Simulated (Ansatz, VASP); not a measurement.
**One calculation of Be4S, two programs**

```
Be S
1.0
    -2.24549    2.24549    2.91520
     2.24549   -2.24549    2.91520
     2.24549    2.24549   -2.91520
Be S
4 1
Cartesian
  0.0000 0.0000 1.9462
  0.0000 0.0000 3.8842
  0.0000 2.2455 0.0000
  2.2455 0.0000 0.0000
  0.0000 0.0000 0.0000
```

Change from the starting cell: species swapped into the PbF4 type (I4/mmm, No. 139).

Alike in both runs: task relaxation of cell and atoms; functional PBE; k mesh 12 × 12 × 12; occupations gaussian, width 0.1 eV; no spin polarisation.

```csv
,VASP,Ansatz
version,VASP 6.6.1,Ansatz 0.2.0
potentials or method,"VASP PAW PBE potentials, release 64 (Be, S), cutoff 600 eV","scalar-relativistic, plane waves, PAW"
valence electrons in the cell,14,14
```

VASP gave:

```
gap on the k mesh at the Fermi level, each at its own relaxed structure (eV) : none
relaxed volume (Å³/atom)                                                     : 11.79
relaxed length of the cell vector where the two differ most in proportion (Å)              : 4.313
```

Q: Which values does Ansatz return?

A: gap on the k mesh at the Fermi level, each at its own relaxed structure (eV): none; relaxed volume (Å³/atom): 11.79; relaxed length of the cell vector where the two differ most in proportion (Å): 4.312.

A gap of «none» marks a metal or a gap that the smearing closes.
